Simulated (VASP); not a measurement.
Here is a VASP 6.6.1 calculation.

INCAR

```
PREC = Accurate ; ENCUT = 520
EDIFF = 1E-6 ; ISMEAR = 0
SIGMA = 0.1 ; LREAL = F
LASPH = T ; NELM = 60
ALGO = Normal ; ISIF = 2
LWAVE = F ; LCHARG = F
LDIPOL = T ; IDIPOL = 3
DIPOL = 0.5 0.5 0.344 ; GGA = CA
NBANDS = 44
```

The input KPOINTS:

```
Automatic mesh
0
Gamma
  6 6 1
```

Contents of POSCAR:

```
Ta3H
1.0
    4.6002247492      0.0000000000      0.0000000000
   -2.3001123746      3.9839114959      0.0000000000
    0.0000000000      0.0000000000     22.4017722044
Ta H
6 2
Direct
    0.6666666667      0.3333333333      0.1785573018
    0.3333333333      0.6666666667      0.2204743848
    0.0000000000      0.0000000000      0.2623914678
    0.6666666667      0.3333333333      0.3016814391
    0.3333333333      0.6666666667      0.3385386112
    0.0000000000      0.0000000000      0.3750494438
    0.2626846112      0.6666666667      0.5357510154
    0.4039820555      0.6666666667      0.5357510154
```

Potentials or basis: VASP PAW LDA potentials, release 64 (Ta_pv, H).

Launch:

```console
$ cat potpaw_LDA.64/Ta_pv/POTCAR potpaw_LDA.64/H/POTCAR > POTCAR
$ mpirun -np 1 vasp_std > vasp.out
```

Q: Predict the largest force.

A: 5.577 eV/Å.

Forces on the atoms (eV/Å):
```
Ta   0.000  0.000  2.075
Ta   0.000  0.000 -0.262
Ta   0.000 -0.001 -2.027
Ta   0.000  0.001  0.039
Ta   0.000  0.001  0.055
Ta   0.000  0.002  0.139
H   -5.577 -0.002 -0.010
H    5.577 -0.002 -0.010
```
